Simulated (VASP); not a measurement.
Input of a VASP 6.6.1 run:

The input INCAR:

```
PREC = Accurate ; ENCUT = 520
EDIFF = 1E-7 ; ISMEAR = -1
SIGMA = 0.1 ; LREAL = False
LASPH = True ; NELM = 60
ALGO = Normal ; ISIF = 2
LWAVE = False ; LCHARG = False
GGA = B5 ; ALDAX = 1.0
AGGAX = 1.0 ; AGGAC = 1.0
ALDAC = 0.0 ; NBANDS = 16
```

The input KPOINTS:

```
Automatic mesh
0
Gamma
  5 5 5
```

File POSCAR:

```
Cs
1.0
    0.0000000000      6.1161708964      6.1161708964
    6.1161708964      0.0000000000      6.1161708964
    6.1161708964      6.1161708964      0.0000000000
Cs
2
Direct
    0.1250000000      0.1250000000      0.1250000000
    0.8750000000      0.8750000000      0.8750000000
```

Potentials or basis: VASP PAW PBE potentials, release 64 (Cs_sv).

The run is started by

```bash
$ cat potpaw_PBE.64/Cs_sv/POTCAR > POTCAR
$ mpirun -np 1 vasp_std > vasp.out
```

Q: Estimate the band gap on the k mesh.

A: 0.17 eV, direct.

Q: What does it give for the pressure?

A: 0.0 GPa.

Caveat: the PAW data sets were made with another functional, which shifts forces and pressure a little; spin-orbit coupling is left out, which moves the levels of the heavy elements. A k mesh can miss the band edges.
